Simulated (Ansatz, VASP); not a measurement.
TaN: VASP beside Ansatz

Contents of POSCAR:

```
TaN
1.0
    0.0000000000      2.2113230000      2.2113230000
    2.2113230000      0.0000000000      2.2113230000
    2.2113230000      2.2113230000      0.0000000000
Ta N
1 1
Direct
    0.5000000000      0.5000000000      0.5000000000
    0.0000000000      0.0000000000      0.0000000000
```

File INCAR.step1:

```
SYSTEM = TaN
PREC = Accurate
ENCUT = 520
ISMEAR = -1
SIGMA = 0.05
LREAL = .FALSE.
LASPH = .TRUE.
NELM = 150
MAGMOM = 0 0 0 0 0 0
LSORBIT = .TRUE.
GGA_COMPAT = .FALSE.
LMAXMIX = 4
NBANDS = 28
GGA = PE
ALGO = Normal
EDIFF = 1E-4
LWAVE = .TRUE.
LCHARG = .FALSE.
```

The input INCAR.step2:

```
SYSTEM = TaN
PREC = Accurate
ENCUT = 520
EDIFF = 1E-6
ISMEAR = -1
SIGMA = 0.05
LREAL = .FALSE.
LASPH = .TRUE.
NELM = 150
ALGO = Normal
ISIF = 2
LWAVE = .FALSE.
LCHARG = .FALSE.
MAGMOM = 0 0 0 0 0 0
LORBIT = 11
LSORBIT = .TRUE.
GGA_COMPAT = .FALSE.
LORBMOM = .TRUE.
LMAXMIX = 4
METAGGA = R2SCAN
LMIXTAU = .TRUE.
NBANDS = 28
ISTART = 1
```

File KPOINTS:

```
regular mesh
0
G
  10 10 10
  0 0 0
```

File input.yaml:

```yaml
crystal:
  lattice:
    - [0.0, 2.211323, 2.211323]
    - [2.211323, 0.0, 2.211323]
    - [2.211323, 2.211323, 0.0]
  atoms:
    - { symbol: Ta, position: [0.5, 0.5, 0.5] }
    - { symbol: "N", position: [0.0, 0.0, 0.0] }
hamiltonian:
  xc: r2scan
  pseudopotentials: { kind: paw_fr }
magnetization:
  noncollinear: true
  spin_orbit: true
kpoints:
  mp_grid: { grid: [10, 10, 10] }
  band_path:
    path:
      - [[0.0, 0.0, 0.0], [0.5, 0.0, 0.5], [0.5, 0.25, 0.75], [0.375, 0.375, 0.75], [0.0, 0.0, 0.0], [0.5, 0.5, 0.5], [0.625, 0.25, 0.625], [0.5, 0.25, 0.75], [0.5, 0.5, 0.5], [0.375, 0.375, 0.75]]
      - [[0.625, 0.25, 0.625], [0.5, 0.0, 0.5]]
    npoints: 14
scf:
  occupations: { method: fermi_dirac, width: 0.05 }
  n_extra_bands: 6
output:
  forces: true
  stress: true
  eigenvalues: true
  fatbands: false
```

Alike in both runs: functional r2SCAN; k mesh 10 × 10 × 10; occupations fermi-dirac, width 0.05 eV; non-collinear spin, spin-orbit coupling.

```csv
,VASP,Ansatz
version,VASP 6.6.1,Ansatz 0.2.0
potentials or method,"VASP PAW PBE potentials, release 64 (Ta_pv, N)",Ansatz PAW
plane-wave cutoff (eV),520,500
valence electrons in the cell,16,18
task,single point,band structure
```

```csv
,VASP,Ansatz,Ansatz less VASP
pressure (GPa),-3.7,-6.2,-2.50
```

VASP's potentials were made for PBE, not for r2SCAN. The functional is the same, so the differences come from potentials, cutoffs and numerics. VASP's potentials hold 16 valence electrons a cell and Ansatz's 18, so a difference there can come from the potentials and not from the codes.
